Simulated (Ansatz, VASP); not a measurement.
Re: VASP beside Ansatz

```xyz
1
Lattice="0.0000 1.9587 1.9587 1.9587 0.0000 1.9587 1.9587 1.9587 0.0000" Properties=species:S:1:pos:R:3 pbc="T T T"
Re    0.0000    0.0000    0.0000
```

Alike in both runs: functional PBE; k mesh 18 × 18 × 18; occupations fermi-dirac, width 0.05 eV; non-collinear spin, spin-orbit coupling.

Ansatz relaxed the structure, and its values are those at the end. VASP's run is a single point on that final structure, the one shown.

|  | VASP | Ansatz |
| --- | --- | --- |
| version | VASP 6.6.1 | Ansatz 0.2.0 |
| potentials or method | VASP PAW PBE potentials, release 64 (Re), cutoff 520 eV | all-electron LAPW |

|  | VASP | Ansatz | Ansatz less VASP |
| --- | --- | --- | --- |
| pressure (GPa) | -0.5 | 0.0 | +0.52 |
| net moment per atom (μB) | 0.00 | 0.00 | 0.000 |

Ansatz ran all-electron here, and VASP with PAW potentials.
